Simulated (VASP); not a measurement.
# CuO (C2/c) in VASP: notebook

The runs below take CuO through single point, with PBE.

Everything below comes from runs of VASP 6.6.1. Logs are shortened: lines on timing, memory, paths and dates and some standing lists are left out, and cuts for length are marked.

## Step 1: The cell of the first run

The structure is monoclinic, space group C2/c (No. 15). Conventional cell: a = 4.673 Å, b = 3.477 Å, c = 5.119 Å, α = 90.00°, β = 98.56°, γ = 90.00°. Cu (site symmetry -1) has 4 O at 1.91 to 1.98 Å within 2.5 Å. O (site symmetry 2) has 4 Cu at 1.91 to 1.98 Å within 2.5 Å.

## Step 2: Single point, PBE

File INCAR:

```
PREC = Accurate
ENCUT = 520
EDIFF = 1E-6
ISMEAR = -1
SIGMA = 0.03
LREAL = False
LASPH = True
NELM = 60
ALGO = Normal
ISIF = 2
LWAVE = False
LCHARG = False
GGA = PE
NBANDS = 25
```

File KPOINTS:

```
regular mesh
0
Gamma
  7 7 4
```

File POSCAR:

```
CuO
1.0
    2.3366000000     -1.7385000000      0.0000000000
    2.3366000000      1.7385000000      0.0000000000
   -0.7621600000      0.0000000000      5.0619400000
Cu O
2 2
Direct
    0.0000000000      0.5000000000      0.0000000000
    0.5000000000      0.0000000000      0.5000000000
    0.5483000000      0.4517000000      0.2500000000
    0.4517000000      0.5483000000      0.7500000000
```

Potentials or basis: VASP PAW PBE potentials, release 64 (Cu, O).

Command:

```bash
cat potpaw_PBE.64/Cu/POTCAR potpaw_PBE.64/O/POTCAR > POTCAR
mpirun -np 1 vasp_std > vasp.out
```

OUTCAR:

```text
PREC = Accurate
   ENCUT = 520
   EDIFF = 1E-6
   ISMEAR = -1
   LREAL = False
   LASPH = True
   NELM = 60
   ISIF = 2
   GGA = PE

 ion  position               nearest neighbor table
   1  0.000  0.500  0.000-   3 1.91   4 1.91   4 1.98   3 1.98
   2  0.500  0.000  0.500-   4 1.91   3 1.91   4 1.98   3 1.98
   3  0.548  0.452  0.250-   2 1.91   1 1.91   2 1.98   1 1.98
   4  0.452  0.548  0.750-   1 1.91   2 1.91   2 1.98   1 1.98

  LATTYP: Found a base centered monoclinic cell.
 ALAT       =     4.6732000000
 B/A-ratio  =     0.7440297869
 C/A-ratio  =     1.0953942540
 COS(beta)  =    -0.1488885587

  Lattice vectors:

 A1 = (   2.3366000000,  -1.7385000000,   0.0000000000)
 A2 = (   2.3366000000,   1.7385000000,   0.0000000000)
 A3 = (  -0.7621600000,   0.0000000000,   5.0619400000)

Analysis of symmetry for initial positions (statically):
=====================================================================
 Subroutine PRICEL returns:
 Original cell was already a primitive cell.

 Routine SETGRP: Setting up the symmetry group for a
 base centered monoclinic supercell.

 Subroutine GETGRP returns: Found  4 space group operations
 (whereof  2 operations were pure point group operations)
 out of a pool of  4 trial point group operations.

The static configuration has the point symmetry S_2 .
 The point group associated with its full space group is C_2h.

Analysis of symmetry for dynamics (positions and initial velocities):
=====================================================================
 Subroutine PRICEL returns:
 Original cell was already a primitive cell.

 Routine SETGRP: Setting up the symmetry group for a
 base centered monoclinic supercell.

 Subroutine GETGRP returns: Found  4 space group operations
 (whereof  2 operations were pure point group operations)
 out of a pool of  4 trial point group operations.

The dynamic configuration has the point symmetry S_2 .
 The point group associated with its full space group is C_2h.

 Subroutine INISYM returns: Found  4 space group operations
 (whereof  2 operations are pure point group operations),
 and found     1 'primitive' translations

----------------------------------------------------------------------------------------

                                     Primitive cell

  volume of cell :      41.1250

  direct lattice vectors                    reciprocal lattice vectors
     2.336600000 -1.738500000  0.000000000     0.213986134 -0.287604257  0.032219203
     2.336600000  1.738500000  0.000000000     0.213986134  0.287604257  0.032219203
    -0.762160000  0.000000000  5.061940000     0.000000000  0.000000000  0.197552717

  length of vectors
     2.912401382  2.912401382  5.118996428     0.359922701  0.359922701  0.197552717

  position of ions in fractional coordinates (direct lattice)
     0.000000000  0.500000000  0.000000000
     0.500000000  0.000000000  0.500000000
     0.548300000  0.451700000  0.250000000
     0.451700000  0.548300000  0.750000000

  ion indices of the primitive-cell ions
   primitive index   ion index
                 1           1
                 2           2
                 3           3
                 4           4

----------------------------------------------------------------------------------------

 KPOINTS: regular mesh

Automatic generation of k-mesh.
 Grid dimensions read from file:
 generate k-points for:    7    7    4

 Generating k-lattice:

  Cartesian coordinates                     Fractional coordinates (reciprocal lattice)
     0.030569448 -0.041086322  0.004602743     0.142857143  0.000000000  0.000000000
     0.030569448  0.041086322  0.004602743     0.000000000  0.142857143  0.000000000
     0.000000000  0.000000000  0.049388179     0.000000000  0.000000000  0.250000000

  Length of vectors
     0.051417529  0.051417529  0.049388179

  Shift w.r.t. Gamma in fractional coordinates (k-lattice)
     0.000000000  0.000000000  0.000000000

 Subroutine IBZKPT returns following result:
 ===========================================

 Found     60 irreducible k-points:

 Following reciprocal coordinates:
            Coordinates               Weight
  0.000000  0.000000  0.000000      1.000000
  0.142857 -0.000000  0.000000      4.000000
  0.285714  0.000000  0.000000      4.000000
  0.428571 -0.000000  0.000000      4.000000
  0.142857  0.142857  0.000000      2.000000
  0.285714  0.142857  0.000000      4.000000
[... 16 lines left out ...]
 -0.142857  0.000000  0.250000      4.000000
  0.142857  0.142857  0.250000      2.000000
 [... further k-points ...]
   k-points           NKPTS =     60   k-points in BZ     NKDIM =     60   number of bands    NBANDS=     25
   number of dos      NEDOS =    301   number of ions     NIONS =      4
   total plane-waves  NPLWV =  23040
   dimension x,y,z NGX =    24 NGY =   24 NGZ =   40
   dimension x,y,z NGXF=    48 NGYF=   48 NGZF=   80
   ions per type =               2   2
   NGX,Y,Z   is equivalent  to a cutoff of  13.70, 13.70, 12.99 a.u.
   NGXF,Y,Z  is equivalent  to a cutoff of  27.40, 27.40, 25.98 a.u.
 SYSTEM =  unknown system
   PREC   = accura    normal or accurate (medium, high low for compatibility)
   ISTART =      0    job   : 0-new  1-cont  2-samecut
   ICHARG =      2    charge: 1-file 2-atom 10-const
   ISPIN  =      1    spin polarized calculation?
   LNONCOLLINEAR =      F non collinear calculations
   LSORBIT =      F    spin-orbit coupling
   LASPH  =      T    aspherical Exc in radial PAW
   ENCUT  =  520.0 eV  38.22 Ry    6.18 a.u.   5.42  5.42  9.52*2*pi/ulx,y,z
   NELM   =     60;   NELMIN=  2; NELMDL= -5     # of ELM steps
   EDIFF  = 0.1E-05   stopping-criterion for ELM
   LREAL  =      F    real-space projection
   EDIFFG = 0.1E-04   stopping-criterion for IOM
   NSW    =      0    number of steps for IOM
   IBRION =     -1    ionic relax: 0-MD 1-quasi-New 2-CG
   NFREE  =      0    steps in history (QN), initial steepest desc. (CG)
   ISIF   =      2    stress and relaxation
   ISYM   =      2    0-nonsym 1-usesym 2-fastsym
   POTIM  = 0.5000    time-step for ionic-motion
   TEBEG  =    0.0;   TEEND  =   0.0 temperature during run
   PSTRESS=    0.0 pullay stress
   NELECT =      34.0000    total number of electrons
   NUPDOWN=      -1.0000    fix difference up-down
   EMIN   =  10.00;   EMAX   =-10.00  energy-range for DOS
   EFERMI =   0.00;   METHOD = LEGACY
   ISMEAR =    -1;   SIGMA  =   0.03  broadening in eV -4-tet -1-fermi 0-gaus
   EFERMI_NEDOS =   21; number of points for ismear=-14 and -15
   IALGO  =     38    algorithm
   IMIX   =      4    mixing-type and parameters
     AMIX     =   0.40;   BMIX     =  1.00
     AMIX_MAG =   1.60;   BMIX_MAG =  1.00
  volume/ion in A,a.u.               =      10.28        69.38
  Fermi-wavevector in a.u.,A,eV,Ry     =   1.536500  2.903563 32.121056  2.360831
  Thomas-Fermi vector in A             =   2.643140
   LORBIT       =      0    0 simple, 1 ext, 2 COOP (PROOUT), +10 PAW based schemes
   GGA     = PE    functional components
   LHFCALC =     F    Hartree Fock is set to
   AEXX    =    0.0000 exact exchange contribution
   IVDW    =     0    specifies the selected vdW correction
   LEPSILON=     F    determine dielectric tensor
   LRPA    =     F    only Hartree local field effects (RPA)
 non-spin polarized calculation
  energy-cutoff  :      520.00
  volume of cell :       41.13
 maximum number of plane-waves:      1139
 NGX is ok and might be reduce to    24
   NGX = 11   NGY = 11   NGZ = 19

 number of electron      34.0000014 magnetization

 Free energy of the ion-electron system (eV)
  ---------------------------------------------------
  ext. energy  EPLUGINS =         0.00000000
  ---------------------------------------------------
  free energy    TOTEN  =       -19.56617601 eV

  energy without entropy =      -19.56096440  energy(sigma->0) =      -19.56357021

 E-fermi :   5.6330     XC(G=0): -11.8055

 val. band max:        5.6152024231   @ k =   0.2857   0.0000   0.0000
 cond. band min:       5.6507163447   @ k =  -0.1429   0.0000   0.2500
 fundamental gap:      0.0355139216
 Fermi energy:         5.6329518988

 k-point     1 :       0.0000    0.0000    0.0000
  band No.  band energies     occupation
      1     -14.3962      2.00000
      2     -13.0188      2.00000
      3      -2.6547      2.00000
      4      -0.0698      2.00000
      5       0.3834      2.00000
      6       2.1263      2.00000
[... 17 lines left out ...]
     24      21.3757      0.00000
     25      22.1230      0.00000

 k-point     2 :       0.1429   -0.0000    0.0000
  band No.  band energies     occupation
      1     -14.2694      2.00000
      2     -12.9794      2.00000
      3      -2.4451      2.00000
      4      -0.1057      2.00000
      5       0.3356      2.00000
      6       0.9290      2.00000
[... 17 lines left out ...]
     24      20.9547      0.00000
     25      22.0802      0.00000

 k-point     3 :       0.2857    0.0000    0.0000
  band No.  band energies     occupation
      1     -13.9666      2.00000
      2     -12.8888      2.00000
      3      -1.9527      2.00000
      4      -0.6066      2.00000
      5      -0.1793      2.00000
      6       0.3393      2.00000
[... 17 lines left out ...]
     24      19.7413      0.00000
     25      21.3645      0.00000

 k-point     4 :       0.4286   -0.0000    0.0000
  band No.  band energies     occupation
      1     -13.7022      2.00000
      2     -12.8134      2.00000
      3      -1.5988      2.00000
      4      -1.5061      2.00000
      5      -0.1791      2.00000
      6       0.3515      2.00000
[... 17 lines left out ...]
     24      18.7170      0.00000
     25      20.7623      0.00000
[... 477 lines left out ...]
 k-point    22 :      -0.2857   -0.0000    0.2500
  band No.  band energies     occupation
      1     -13.8610      2.00000
      2     -13.0310      2.00000
      3      -1.5972      2.00000
      4      -0.4188      2.00000
      5      -0.1868      2.00000
      6       0.2055      2.00000
[... 17 lines left out ...]
     24      20.3206      0.00000
     25      21.9343      0.00000

 k-point    23 :      -0.1429    0.0000    0.2500
  band No.  band energies     occupation
      1     -14.1301      2.00000
      2     -13.1747      2.00000
      3      -1.9548      2.00000
      4      -0.0503      2.00000
      5       0.2579      2.00000
      6       1.0977      2.00000
[... 17 lines left out ...]
     24      20.7180      0.00000
     25      22.1985      0.00000

 k-point    24 :       0.1429    0.1429    0.2500
  band No.  band energies     occupation
      1     -13.9889      2.00000
      2     -13.2311      2.00000
      3      -1.6990      2.00000
      4       0.0622      2.00000
      5       0.1007      2.00000
      6       0.9557      2.00000
[... 17 lines left out ...]
     24      20.5383      0.00000
     25      21.6375      0.00000

 [... further k-points ...]

------------------------ aborting loop because EDIFF is reached ----------------------------------------

  FORCE on cell =-STRESS in cart. coord.  units (eV):
  Direction    XX          YY          ZZ          XY          YZ          ZX
  --------------------------------------------------------------------------------------
  -------------------------------------------------------------------------------------
  Total        1.4343610      2.2687568      2.3188254      0.0000000      0.0000000      0.6259183
  in kB       55.8808472     88.3878307     90.3384389      0.0000000      0.0000000     24.3849668
  external PRESSURE =      78.2023723 kB  Pullay stress =       0.0000000 kB

 VOLUME and BASIS-vectors are now :
 -----------------------------------------------------------------------------
  energy-cutoff  :      520.00
  volume of cell :       41.13
      direct lattice vectors                 reciprocal lattice vectors
     2.336600000 -1.738500000  0.000000000     0.213986134 -0.287604257  0.032219203
     2.336600000  1.738500000  0.000000000     0.213986134  0.287604257  0.032219203
    -0.762160000  0.000000000  5.061940000     0.000000000  0.000000000  0.197552717

 POSITION                                       TOTAL-FORCE (eV/Angst)
 -----------------------------------------------------------------------------------
      1.16830      0.86925      0.00000        -0.000000      0.000000      0.000000
      0.78722     -0.86925      2.53097        -0.000000     -0.000000      0.000000
      2.14606     -0.16794      1.26548         0.000000     -0.208881     -0.000000
      1.76498      0.16794      3.79645         0.000000      0.208881      0.000000
 -----------------------------------------------------------------------------------
    total drift:                                0.000000     -0.000000     -0.000000

  FREE ENERGIE OF THE ION-ELECTRON SYSTEM (eV)
  ---------------------------------------------------
  free  energy   TOTEN  =       -19.5661760140 eV

  energy  without entropy=      -19.5609644037  energy(sigma->0) =      -19.56357021
```

It took 30 s on 1 thread of Intel Xeon 6975P-C (Granite Rapids), shared host; peak memory 0.18 GiB.

What came out:

```yaml
Free_energy: -19.5662 eV
Pressure: 7.8 GPa
Largest_force: 0.209 eV/Å
Band_gap_on_the_k_mesh: zero (band 17 reaches 5.87 eV, above the bottom of band 18 at 5.17 eV)
```

Forces on the atoms (eV/Å):
```
Cu   0.000  0.000  0.000
Cu   0.000  0.000  0.000
O    0.000 -0.209  0.000
O    0.000  0.209  0.000
```

Caveat: semilocal functionals often make such compounds metallic where correlation or magnetic order opens a gap, which also shifts bond lengths.

## Step 3: Single point, PBE, collinear spin, zero start

File INCAR:

```
SYSTEM = CuO
  PREC = Accurate
  ENCUT = 520
  EDIFF = 1E-7
  ISMEAR = -1
  SIGMA = 0.03
  LREAL = .FALSE.
  LASPH = .TRUE.
  NELM = 150
  ALGO = Normal
  ISIF = 2
  LWAVE = .FALSE.
  LCHARG = .FALSE.
  ISPIN = 2
  MAGMOM = 0 0 0 0
  LORBIT = 11
  LMAXMIX = 4
  GGA = PE
  NBANDS = 29
```

File KPOINTS:

```
regular mesh
0
G
  7 7 4
  0 0 0
```

POSCAR is that of step 2.

Potentials or basis: VASP PAW PBE potentials, release 64 (Cu, O).

Command:

```bash
cat potpaw_PBE.64/Cu/POTCAR potpaw_PBE.64/O/POTCAR > POTCAR
mpirun -np 1 vasp_std > vasp.out
```

OUTCAR:

```text
SYSTEM = CuO
   PREC = Accurate
   ENCUT = 520
   EDIFF = 1E-7
   ISMEAR = -1
   LREAL = .FALSE.
   LASPH = .TRUE.
   NELM = 150
   ISIF = 2
   ISPIN = 2
   LORBIT = 11
   GGA = PE

 ion  position               nearest neighbor table
   1  0.000  0.500  0.000-   3 1.91   4 1.91   4 1.98   3 1.98
   2  0.500  0.000  0.500-   4 1.91   3 1.91   4 1.98   3 1.98
   3  0.548  0.452  0.250-   2 1.91   1 1.91   2 1.98   1 1.98
   4  0.452  0.548  0.750-   1 1.91   2 1.91   2 1.98   1 1.98

  LATTYP: Found a base centered monoclinic cell.
 ALAT       =     4.6732000000
 B/A-ratio  =     0.7440297869
 C/A-ratio  =     1.0953942540
 COS(beta)  =    -0.1488885587

  Lattice vectors:

 A1 = (   2.3366000000,  -1.7385000000,   0.0000000000)
[... 1768 lines left out ...]
    -0.762160000  0.000000000  5.061940000     0.000000000  0.000000000  0.197552717

 POSITION                                       TOTAL-FORCE (eV/Angst)
 -----------------------------------------------------------------------------------
      1.16830      0.86925      0.00000         0.000000      0.000000     -0.000000
      0.78722     -0.86925      2.53097         0.000000      0.000000     -0.000000
      2.14606     -0.16794      1.26548        -0.000000     -0.208959      0.000000
      1.76498      0.16794      3.79645        -0.000000      0.208959     -0.000000
 -----------------------------------------------------------------------------------
    total drift:                                0.000000      0.000000     -0.000000

  FREE ENERGIE OF THE ION-ELECTRON SYSTEM (eV)
  ---------------------------------------------------
  free  energy   TOTEN  =       -19.5661759055 eV

  energy  without entropy=      -19.5609634800  energy(sigma->0) =      -19.56356969

 total charge

# of ion       s       p       d       tot
------------------------------------------
    1        0.392   0.400   9.140   9.932
    2        0.392   0.400   9.140   9.932
    3        1.578   3.390   0.000   4.968
    4        1.578   3.390   0.000   4.968
--------------------------------------------------
tot          3.939   7.580  18.279  29.799

 magnetization (x)

# of ion       s       p       d       tot
------------------------------------------
    1        0.000   0.000   0.000   0.000
    2        0.000   0.000   0.000   0.000
    3        0.000  -0.000   0.000  -0.000
    4        0.000  -0.000   0.000  -0.000
--------------------------------------------------
tot          0.000  -0.000   0.000  -0.000
```

stdout:

```text
POSCAR found type information on POSCAR CuO
 POSCAR found :  2 types and       4 ions
 scaLAPACK will be used
 LDA part: xc-table for (Slater+PW92), standard interpolation
 POSCAR, INCAR and KPOINTS ok, starting setup
 FFT: planning ... GRIDC
 FFT: planning ... GRID_SOFT
 FFT: planning ... GRID
 WAVECAR not read
 entering main loop
```

It took 83 s on 1 thread of Intel Xeon 6975P-C (Granite Rapids), shared host; peak memory 0.24 GiB.

What came out:

```
Free energy                                           : -19.5662 eV
Pressure                                              : 7.8 GPa
Largest force                                         : 0.209 eV/Å
Band gap on the k mesh                                : zero (filled and empty bands overlap)
Net moment                                            : 0.00 μB per cell
Valence electrons inside the program's atomic spheres : Cu 9.93; O 4.97
```

Forces in eV/Å, atoms in the order of the input:
```
Cu   0.000  0.000  0.000
Cu   0.000  0.000  0.000
O    0.000 -0.209  0.000
O    0.000  0.209  0.000
```

Caveat: semilocal functionals often make such compounds metallic where correlation or magnetic order opens a gap, which also shifts bond lengths. With open d or f shells a metallic result of PBE can be an artefact of self-interaction; +U or a hybrid may open a gap.

## Step 4: Single point, PBE, collinear spin, ferromagnetic start

File INCAR:

```
SYSTEM = CuO
ALGO = Normal ; EDIFF = 1E-6
ENCUT = 520 ; GGA = PE
ISIF = 2 ; ISMEAR = -1
ISPIN = 2 ; LASPH = .TRUE.
LCHARG = .FALSE. ; LMAXMIX = 4
LORBIT = 11 ; LREAL = .FALSE.
LWAVE = .FALSE. ; MAGMOM = 1 1 0 0
NBANDS = 29 ; NELM = 150
PREC = Accurate ; SIGMA = 0.03
```

File KPOINTS:

```
k-points
0
G
  7 7 4
  0 0 0
```

POSCAR is that of step 3.

Command:

```bash
cat potpaw_PBE.64/Cu/POTCAR potpaw_PBE.64/O/POTCAR > POTCAR
mpirun -np 1 vasp_std > vasp.out
```

Wall time 72 s (1 thread of Intel Xeon 6975P-C (Granite Rapids), shared host); peak memory 0.24 GiB.

The run converged. Its results:

* Free energy: -19.5662 eV
* Pressure: 7.8 GPa
* Largest force: 0.209 eV/Å
* Band gap on the k mesh: zero (filled and empty bands overlap)
* Net moment: 0.00 μB per cell
* Valence electrons inside the program's atomic spheres: Cu 9.93; O 4.97

Forces on the atoms (eV/Å):
```
Cu   0.000  0.000  0.000
Cu   0.000  0.000  0.000
O    0.000 -0.209  0.000
O    0.000  0.209  0.000
```

Stress tensor (GPa, compression positive):
```
5.59 0.00 2.44
0.00 8.84 0.00
2.44 0.00 9.04
```

Levels at points of the mesh, in eV from the Fermi level:
Spin up:
| k point | band 14 | band 15 | band 16 | band 17 | band 18 | band 19 | band 20 | band 21 |
| --- | --- | --- | --- | --- | --- | --- | --- | --- |
| (0.00, 0.00, 0.00) | -2.35 | -2.26 | -1.74 | 0.24 | 0.95 | 1.74 | 6.15 | 7.96 |
| (0.00, 0.00, 0.50) | -2.27 | -1.60 | -1.60 | 0.20 | 0.20 | 3.87 | 3.87 | 11.89 |
Spin down:
```tsv
k point	band 13	band 14	band 15	band 16	band 17	band 18	band 19	band 20	band 21	band 22
(0.00, 0.00, 0.00)	-2.47	-2.35	-2.26	-1.74	0.24	0.95	1.74	6.15	7.96	13.77
(0.00, 0.00, 0.50)	-2.27	-2.27	-1.60	-1.60	0.20	0.20	3.87	3.87	11.89	11.89
```

Caveat: semilocal functionals often make such compounds metallic where correlation or magnetic order opens a gap, which also shifts bond lengths. With open d or f shells a metallic result of PBE can be an artefact of self-interaction; +U or a hybrid may open a gap.

(Part 1 of 2 ends here.)
